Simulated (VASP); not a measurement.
# BN (P-6m2) in VASP: notebook, part 2 of 2

VASP 6.6.1.

### Step 4. Relaxation of shape and atoms at fixed volume, PBE+D3(BJ) (volume scaled by 0.88)

INCAR reads:

```
ALGO     = Normal         # electronic algorithm
EDIFF    = 1E-6           # SCF threshold, eV
EDIFFG   = -0.01          # ionic threshold
ENCUT    = 600            # plane-wave cutoff, eV
GGA      = PE             # functional
IBRION   = 2              # ionic algorithm
ISIF     = 4              # what is computed and relaxed
ISMEAR   = 0              # smearing method
IVDW     = 12             # dispersion correction
LASPH    = True           # aspherical terms in the spheres
LCHARG   = False          # write CHGCAR
LREAL    = False          # projectors in reciprocal space
LWAVE    = False          # write WAVECAR
NELM     = 60             # most SCF steps
NSW      = 50             # ionic steps
PREC     = Accurate       # precision mode
SIGMA    = 0.02           # smearing width, eV
```

KPOINTS reads:

```
k-points
0
Gamma
  12 12 4
```

POSCAR reads:

```
BN
1.0
    2.4689434490      0.0000000000      0.0000000000
   -1.2344717245      2.1381677473      0.0000000000
    0.0000000000      0.0000000000      5.9818457469
B N
2 2
Direct
    0.0000000000      0.0000000000      0.5000000000
    0.3333333333      0.6666666667      0.0000000000
    0.0000000000      0.0000000000      0.0000000000
    0.6666666667      0.3333333333      0.5000000000
```

Potentials or basis: VASP PAW PBE potentials, release 64 (B, N).

Started as:

```sh
$ cat potpaw_PBE.64/B/POTCAR potpaw_PBE.64/N/POTCAR > POTCAR
$ mpirun -np 1 vasp_std > vasp.out
```

OUTCAR:

```text
EDIFF = 1E-6
   EDIFFG = -0.01
   ENCUT = 600
   GGA = PE
   IBRION = 2
   ISIF = 4
   ISMEAR = 0
   IVDW = 12
   LASPH = True
   LREAL = False
   NELM = 60
   NSW = 50
   PREC = Accurate
 IVDW          = 12

 ion  position               nearest neighbor table
   1  0.000  0.000  0.500-   4 1.43   4 1.43   4 1.43
   2  0.333  0.667  0.000-   3 1.43   3 1.43   3 1.43
   3  0.000  0.000  0.000-   2 1.43   2 1.43   2 1.43
   4  0.667  0.333  0.500-   1 1.43   1 1.43   1 1.43

  LATTYP: Found a hexagonal cell.
 ALAT       =     2.4689434490
 C/A-ratio  =     2.4228362741

  Lattice vectors:

 A1 = (   2.4689434490,   0.0000000000,   0.0000000000)
 A2 = (  -1.2344717245,   2.1381677473,   0.0000000000)
 A3 = (   0.0000000000,   0.0000000000,   5.9818457469)

Analysis of symmetry for initial positions (statically):
=====================================================================
 Subroutine PRICEL returns:
 Original cell was already a primitive cell.

 Routine SETGRP: Setting up the symmetry group for a
 hexagonal supercell.

 Subroutine GETGRP returns: Found 12 space group operations
 (whereof 12 operations were pure point group operations)
 out of a pool of 24 trial point group operations.

The static configuration has the point symmetry D_3h.

Analysis of symmetry for dynamics (positions and initial velocities):
=====================================================================
 Subroutine PRICEL returns:
 Original cell was already a primitive cell.

 Routine SETGRP: Setting up the symmetry group for a
 hexagonal supercell.

 Subroutine GETGRP returns: Found 12 space group operations
 (whereof 12 operations were pure point group operations)
 out of a pool of 24 trial point group operations.

The dynamic configuration has the point symmetry D_3h.

 Subroutine INISYM returns: Found 12 space group operations
 (whereof 12 operations are pure point group operations),
 and found     1 'primitive' translations

----------------------------------------------------------------------------------------

                                     Primitive cell

  volume of cell :      31.5783

  direct lattice vectors                    reciprocal lattice vectors
[... 109 lines left out ...]
   IMIX   =      4    mixing-type and parameters
     AMIX     =   0.40;   BMIX     =  1.00
     AMIX_MAG =   1.60;   BMIX_MAG =  1.00
  volume/ion in A,a.u.               =       7.89        53.28
  Fermi-wavevector in a.u.,A,eV,Ry     =   1.305125  2.466329 23.175502  1.703351
  Thomas-Fermi vector in A             =   2.436015
   LORBIT       =      0    0 simple, 1 ext, 2 COOP (PROOUT), +10 PAW based schemes
   GGA     = PE    functional components
   LHFCALC =     F    Hartree Fock is set to
   AEXX    =    0.0000 exact exchange contribution
   IVDW    =    12    specifies the selected vdW correction
   LEPSILON=     F    determine dielectric tensor
   LRPA    =     F    only Hartree local field effects (RPA)
 conjugate gradient relaxation of ions
 non-spin polarized calculation
 Gauss-broadening in eV      SIGMA  =   0.02
  energy-cutoff  :      600.00
  volume of cell :       31.58
 maximum number of plane-waves:      1086
 NGX is ok and might be reduce to    20
   NGX =  9   NGY =  9   NGZ = 23

--------------------------------------- Ionic step        1  -------------------------------------------

 number of electron      16.0000002 magnetization

 Free energy of the ion-electron system (eV)
  ---------------------------------------------------
  ext. energy  EPLUGINS =         0.00000000
  ---------------------------------------------------
  free energy    TOTEN  =       -34.96852840 eV

  energy without entropy =      -34.96852840  energy(sigma->0) =      -34.96852840

------------------------ aborting loop because EDIFF is reached ----------------------------------------

 Edisp (eV)   -0.65769

 E8    (eV) :    -0.1948
[... 75 lines left out ...]
--------------------------------------- Ionic step        3  -------------------------------------------

 number of electron      15.9999999 magnetization

 Free energy of the ion-electron system (eV)
  ---------------------------------------------------
  ext. energy  EPLUGINS =         0.00000000
  ---------------------------------------------------
  free energy    TOTEN  =       -34.99233456 eV

  energy without entropy =      -34.99233456  energy(sigma->0) =      -34.99233456

 E-fermi :   3.6242     XC(G=0): -10.9307

 val. band max:        3.5191070199   @ k =   0.3333   0.3333   0.5000
 cond. band min:       7.6813527740   @ k =   0.3333   0.3333   0.0000
 fundamental gap:      4.1622457541
 Fermi energy:         3.6241663561

 k-point     1 :       0.0000    0.0000    0.0000
  band No.  band energies     occupation
      1     -14.7114      2.00000
      2     -13.9756      2.00000
      3      -3.5198      2.00000
      4       0.1252      2.00000
      5       1.9784      2.00000
      6       1.9784      2.00000
      7       2.2409      2.00000
      8       2.2409      2.00000
      9       9.6372      0.00000
     10      14.9685      0.00000
     11      14.9685      0.00000
     12      14.9915      0.00000
[... 331 lines left out ...]
 k-point    24 :       0.3333   -0.0000    0.2500
  band No.  band energies     occupation
      1     -12.6001      2.00000
      2     -12.1634      2.00000
      3      -3.6581      2.00000
      4      -3.3491      2.00000
      5      -0.3072      2.00000
      6      -0.2080      2.00000
      7      -0.0310      2.00000
      8       1.8256      2.00000
      9      10.1425      0.00000
     10      11.1618      0.00000
     11      13.0759      0.00000
     12      13.8274      0.00000

 [... further k-points ...]

------------------------ aborting loop because EDIFF is reached ----------------------------------------

 Edisp (eV)   -0.65959

 E8    (eV) :    -0.1957
[... 27 lines left out ...]
  FREE ENERGIE OF THE ION-ELECTRON SYSTEM (eV)
  ---------------------------------------------------
  free  energy   TOTEN  =       -35.6519216110 eV

  energy  without entropy=      -35.6519216110  energy(sigma->0) =      -35.65192161

 reached required accuracy - stopping structural energy minimisation
```

Run time: 21 s. Hardware: 1 thread of Intel Xeon 6975P-C (Granite Rapids), shared host; peak memory 0.17 GiB.

What came out:

* Free energy: -35.6519 eV
* Energy gained by relaxing: 6.4 meV/atom
* Ionic steps: 3
* Pressure after relaxing: 6.4 GPa
* Band gap on the k mesh: 4.16 eV, indirect (least direct gap 4.25 eV)
* Dispersion energy per atom: -0.165 eV

Step by step:
```tsv
step	energy change (eV)	largest force (eV/Å)	pressure (GPa)	volume (Å³)
1	0.0000	0.0000	14.07	31.58
2	-0.0250	0.0000	5.17	31.58
3	-0.0257	0.0000	6.35	31.58
```

Final structure:
```
B N
1.0
     2.49245    0.00000    0.00000
    -1.24623    2.15853    0.00000
     0.00000    0.00000    5.86954
B N
2 2
Direct
  0.00000 0.00000 0.50000
  0.33333 0.66667 0.00000
  0.00000 0.00000 0.00000
  0.66667 0.33333 0.50000
```

Caveat: the cell differs from its parent crystal (volume scaled by 0.88). A k mesh can miss the band edges.

### Step 5. Summary

| task | cell | cutoff (eV) | gap on the mesh (eV) | pressure (GPa) |
| --- | --- | --- | --- | --- |
| single point | a = 2.509, b = 2.509, c = 6.975 Å, angles 90.0, 90.0, 120.0°, 4 atoms | 520 | 4.40 | -1.1 |
| single point | a = 2.511, b = 2.511, c = 7.231 Å, angles 90.0, 90.0, 120.0°, 4 atoms | 520 | 4.44 | -1.5 |
| relaxation of shape and atoms at fixed volume | relaxed from a = 2.469, b = 2.469, c = 5.982 Å, angles 90.0, 90.0, 120.0°, 4 atoms | 600 | 4.16 | 6.4 |

Alike in all rows: level PBE+D3(BJ); potentials or basis VASP PAW PBE potentials, release 64 (B, N); no spin polarisation; k mesh 12 × 12 × 4; smearing gaussian 0.02 eV.

Total energies depend on the potentials used, so only differences within one code and one set of settings carry meaning.
